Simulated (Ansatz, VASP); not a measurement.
**Two plane-wave programs on PRu3**

INCAR

```
ALGO = Normal ; EDIFF = 1E-6
EDIFFG = -0.04 ; ENCUT = 600
GGA = PE ; IBRION = 2
ISIF = 3 ; ISMEAR = 0
LASPH = T ; LCHARG = F
LREAL = F ; LWAVE = F
NELM = 100 ; NSW = 90
PREC = Accurate ; SIGMA = 0.1
```

The input KPOINTS:

```
k-points
0
Gamma
  6 6 4
```

Contents of POSCAR:

```
PRu3
1.0
    5.4717738907      0.0000000000      0.0000000000
   -2.7358869454      4.7386951931      0.0000000000
    0.0000000000      0.0000000000      4.3919428000
P Ru
2 6
Direct
    0.3333333333      0.6666666667      0.2500000000
    0.6666666667      0.3333333333      0.7500000000
    0.8330000000      0.6660000000      0.2500000000
    0.1670000000      0.8330000000      0.7500000000
    0.3340000000      0.1670000000      0.2500000000
    0.1670000000      0.3340000000      0.7500000000
    0.8330000000      0.1670000000      0.2500000000
    0.6660000000      0.8330000000      0.7500000000
```

Input for Ansatz:

```yaml
crystal:
  lattice:
    - [5.4717738907, 0.0, 0.0]
    - [-2.7358869454, 4.7386951931, 0.0]
    - [0.0, 0.0, 4.3919428]
  atoms:
    - { symbol: P, position: [0.3333333333, 0.6666666667, 0.25] }
    - { symbol: P, position: [0.6666666667, 0.3333333333, 0.75] }
    - { symbol: Ru, position: [0.833, 0.666, 0.25] }
    - { symbol: Ru, position: [0.167, 0.833, 0.75] }
    - { symbol: Ru, position: [0.334, 0.167, 0.25] }
    - { symbol: Ru, position: [0.167, 0.334, 0.75] }
    - { symbol: Ru, position: [0.833, 0.167, 0.25] }
    - { symbol: Ru, position: [0.666, 0.833, 0.75] }
basis:
  ecutwfc: 420
kpoints:
  mp_grid: { grid: [6, 6, 4] }
hamiltonian:
  xc: pbe
scf:
  occupations: { method: gaussian, width: 0.1 }
  lower_state_search: "off"
output:
  forces: true
  stress: true
  eigenvalues: true
relax:
  adjacent_minimum: "off"
  f_tol: 0.04
  max_steps: 70
  cell: { stress_tol: 0.4 }
```

Alike in both runs: task relaxation of cell and atoms; functional PBE; k mesh 6 × 6 × 4; occupations gaussian, width 0.1 eV; no spin polarisation.

```csv
,VASP,Ansatz
version,VASP 6.6.1,Ansatz 0.2.0
potentials or method,"VASP PAW PBE potentials, release 64 (P, Ru_pv), cutoff 600 eV","scalar-relativistic, plane waves, PAW"
valence electrons in the cell,94,106
```

|  | VASP | Ansatz | Ansatz less VASP |
| --- | --- | --- | --- |
| gap on the k mesh at the Fermi level, each at its own relaxed structure (eV) | none | none | - |
| relaxed volume (Å³/atom) | 13.39 | 13.40 | +0.003 |
| relaxed cell length with the largest relative difference (Å) | 4.083 | 4.081 | -0.0017 |

A gap of «none» marks a metal or a gap that the smearing closes. VASP's potentials hold 94 valence electrons a cell and Ansatz's 106, so a difference there can come from the potentials and not from the codes.
